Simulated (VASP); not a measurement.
Set up this calculation in VASP 6.6.1, as the native input.

```yaml
Task: single point
Functional: r2SCAN
Potentials_or_basis: VASP PAW PBE potentials, release 64 (Au, Cu)
Cutoff: 520 eV
k_mesh: 11 × 11 × 11
Occupations: fermi-dirac, width 0.05 eV
Spin: no spin polarisation
Dipole_correction: no
Further_INCAR_settings: ALGO = Normal; EDIFF = 1e-07; NBANDS = 18
```

Crystal: CuAu.

```
Au Cu
1.0
     1.43337    0.82756    4.22760
    -1.43337    0.82756    4.22760
     0.00000   -1.65511    4.22760
Au Cu
1 1
Direct
  0.00000 0.00000 0.00000
  0.50000 0.50000 0.50000
```

These files were run (other wordings do the same):

POSCAR

```
CuAu
1.0
    1.4333716108      0.8275574853      4.2276049958
   -1.4333716108      0.8275574853      4.2276049958
    0.0000000000     -1.6551149707      4.2276049958
Au Cu
1 1
Direct
    0.0000000000      0.0000000000      0.0000000000
    0.5000000000      0.5000000000      0.5000000000
```

INCAR.step1

```
PREC = Accurate
ENCUT = 520
ISMEAR = -1
SIGMA = 0.05
LREAL = F
LASPH = T
NELM = 100
NBANDS = 18
GGA = PE
ALGO = Normal
EDIFF = 1E-4
LWAVE = T
LCHARG = F
```

INCAR.step2

```
PREC = Accurate
ENCUT = 520
EDIFF = 1E-7
ISMEAR = -1
SIGMA = 0.05
LREAL = F
LASPH = T
NELM = 100
ALGO = Normal
ISIF = 2
LWAVE = F
LCHARG = T
METAGGA = R2SCAN
LMIXTAU = T
LELF = T
LVHAR = T
NBANDS = 18
ISTART = 1
```

KPOINTS

```
regular mesh
0
Gamma
  11 11 11
```

Potentials or basis: VASP PAW PBE potentials, release 64 (Au, Cu).

Launch:

```bash
$ cat potpaw_PBE.64/Au/POTCAR potpaw_PBE.64/Cu/POTCAR > POTCAR
$ cp INCAR.step1 INCAR
$ mpirun -np 1 vasp_std > vasp.out
$ cp INCAR.step2 INCAR
$ mpirun -np 1 vasp_std > vasp.out
```

It gave:

| Item | Value |
| --- | --- |
| Pressure | -1.6 GPa |
| Band gap on the k mesh | zero (band 11 reaches 10.38 eV, above the bottom of band 12 at 5.90 eV) |

Caveat: the PAW data sets were made with another functional, which shifts forces and pressure a little; spin-orbit coupling is left out, which moves the levels of the heavy elements.

Wall time 4.1 min on 1 thread of Intel(R) Xeon(R) 6975P-C (Granite Rapids) (shared host), peak memory 0.27 GiB.
